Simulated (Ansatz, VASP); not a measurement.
Se in VASP and in Ansatz

INCAR

```
PREC = Accurate
ENCUT = 500
EDIFF = 1E-6
ISMEAR = -1
SIGMA = 0.1
LREAL = False
LASPH = True
NELM = 120
ALGO = Normal
ISIF = 2
LWAVE = False
LCHARG = False
GGA = PS
NBANDS = 13
GGA_COMPAT = False
```

File KPOINTS:

```
Automatic mesh
0
Gamma
  10 10 10
```

Contents of POSCAR:

```
Se
1.0
    0.0000000000      3.0266829431      3.0266829431
    3.0266829431      0.0000000000      3.0266829431
    3.0266829431      3.0266829431      0.0000000000
Se
2
Direct
    0.1250000000      0.1250000000      0.1250000000
    0.8750000000      0.8750000000      0.8750000000
```

Input for Ansatz:

```yaml
crystal:
  lattice:
    - [0.0, 3.0266829431, 3.0266829431]
    - [3.0266829431, 0.0, 3.0266829431]
    - [3.0266829431, 3.0266829431, 0.0]
  atoms:
    - { symbol: Se, position: [0.125, 0.125, 0.125] }
    - { symbol: Se, position: [0.875, 0.875, 0.875] }
hamiltonian:
  xc: pbesol
  pseudopotentials:
    kind: paw
    azcp:
      Se: "pseudopotentials/Se.paw.azcp"
basis:
  ecutwfc: 420
  fft_grid_basis: typed
kpoints:
  mp_grid: { grid: [10, 10, 10], shift: [0, 0, 0] }
magnetization:
  spin_polarized: false
scf:
  occupations: { method: fermi_dirac, width: 0.1 }
  lower_state_search: "off"
output:
  stress: true
```

Alike in both runs: task single point; functional PBEsol; k mesh 10 × 10 × 10; occupations fermi-dirac, width 0.1 eV; no spin polarisation.

|  | VASP | Ansatz |
| --- | --- | --- |
| version | VASP 6.6.1 | Ansatz 0.2.0 |
| potentials or method | VASP PAW PBE potentials, release 64 (Se), cutoff 500 eV | plane waves (420 eV) with PAW, scalar-relativistic |
| valence electrons in the cell | 12 | 32 |

Ansatz gave:

| Quantity | Value |
| --- | --- |
| pressure (GPa) | 4.3 |

Problem. Which values does VASP return?

Solution. Pressure (GPa): 4.4.

VASP's potentials were made for PBE, not for PBEsol, and Ansatz warns of the same on its side. VASP's potentials hold 12 valence electrons a cell and Ansatz's 32, so a difference there can come from the potentials and not from the codes.
